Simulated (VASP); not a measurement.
Here is a VASP 6.6.1 calculation.

Contents of INCAR:

```
PREC = Accurate
ENCUT = 520
EDIFF = 1E-6
ISMEAR = 0
SIGMA = 0.15
LREAL = False
LASPH = True
NELM = 60
ALGO = Fast
ISIF = 2
LWAVE = False
LCHARG = False
GGA = CA
NBANDS = 18
```

KPOINTS

```
regular mesh
0
Gamma
  18 18 10
```

POSCAR

```
Ta
1.0
   -1.6512800000      1.6512800000      1.6512800000
    1.6512800000     -1.6512800000      1.6512800000
    3.3025600000      3.3025600000      0.0000000000
Ta
2
Direct
    0.0000000000      0.0000000000      0.0000000000
    0.5000000000      0.5000000000      0.5000000000
```

Potentials or basis: VASP PAW LDA potentials, release 64 (Ta_pv).

Command:

```sh
$ cat potpaw_LDA.64/Ta_pv/POTCAR > POTCAR
$ mpirun -np 1 vasp_std > vasp.out
```

Problem. What does it give for the pressure?

Solution. -8.4 GPa.

Problem. Predict the band gap on the k mesh.

Solution. Zero (bands 11 and 12 overlap by 3.12 eV).

Caveat: the cell stands under tension; spin-orbit coupling is left out, which moves the levels of the heavy elements.
